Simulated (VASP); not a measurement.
Input of a VASP 6.6.1 run:

File INCAR:

```
SYSTEM = B
PREC     = Accurate       ! precision mode
ENCUT    = 520            ! plane-wave cutoff, eV
EDIFF    = 1E-7           ! SCF threshold, eV
ISMEAR   = -1             ! smearing method
SIGMA    = 0.1            ! smearing width, eV
LREAL    = .FALSE.        ! projectors in reciprocal space
LASPH    = .TRUE.         ! aspherical terms in the spheres
NELM     = 60             ! most SCF steps
ALGO     = Normal         ! electronic algorithm
ISIF     = 2              ! what is computed and relaxed
LWAVE    = .FALSE.        ! write WAVECAR
LCHARG   = .FALSE.        ! write CHGCAR
NBANDS   = 12             ! bands
```

The input KPOINTS:

```
regular mesh
0
G
  14 14 13
  0 0 0
```

POSCAR

```
B
1.0
    2.9043653863      0.0000000000      0.0000000000
   -1.4521826932      2.5152542064      0.0000000000
    0.0000000000      0.0000000000      2.8604278888
B
3
Direct
    0.0000000000      0.0000000000      0.0000000000
    0.3333333333      0.6666666667      0.5000000000
    0.6666666667      0.3333333333      0.5000000000
```

Potentials or basis: VASP PAW LDA potentials, release 64 (B).

The run is started by

```console
$ cat potpaw_LDA.64/B/POTCAR > POTCAR
$ mpirun -np 1 vasp_std > vasp.out
```

Task: Predict the pressure.

Result: -16.2 GPa.

Stress tensor (GPa, compression positive):
```
-19.00   0.00   0.00
  0.00 -19.00   0.00
  0.00   0.00 -10.47
```
